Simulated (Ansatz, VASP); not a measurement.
# Sb in VASP and in Ansatz

```
Sb
1.0
     3.33228   -3.80260   -0.45780
     3.33228    3.80260   -0.45780
    -2.24686    0.00000    7.85068
Sb
6
Direct
  0.12265 0.38147 0.36099
  0.61853 0.87735 0.13901
  0.87735 0.61853 0.63901
  0.38147 0.12265 0.86099
  0.00000 0.50000 0.00000
  0.50000 0.00000 0.50000
```

Alike in both runs: functional PBE; k mesh 4 × 4 × 4; occupations gaussian, width 0.1 eV; no spin polarisation.

Ansatz relaxed the structure, and its values are those at the end. VASP's run is a single point on that final structure, the one shown.

|  | VASP | Ansatz |
| --- | --- | --- |
| version | VASP 6.6.1 | Ansatz 0.2.0 |
| potentials or method | VASP PAW PBE potentials, release 64 (Sb), cutoff 500 eV | scalar-relativistic, plane waves, PAW |
| valence electrons in the cell | 30 | 90 |

Ansatz gave:

```
gap on the k mesh at the Fermi level (eV) : none
pressure (GPa)                            : 0.0
rms of the force components (eV/Å)        : 0.002
```

Q: Estimate VASP's values.

A: gap on the k mesh at the Fermi level (eV): none; pressure (GPa): 0.0; rms of the force components (eV/Å): 0.005.

A gap of «none» marks a metal or a gap that the smearing closes. VASP's potentials hold 30 valence electrons a cell and Ansatz's 90, so a difference there can come from the potentials and not from the codes.

Neither program's run includes spin-orbit coupling.
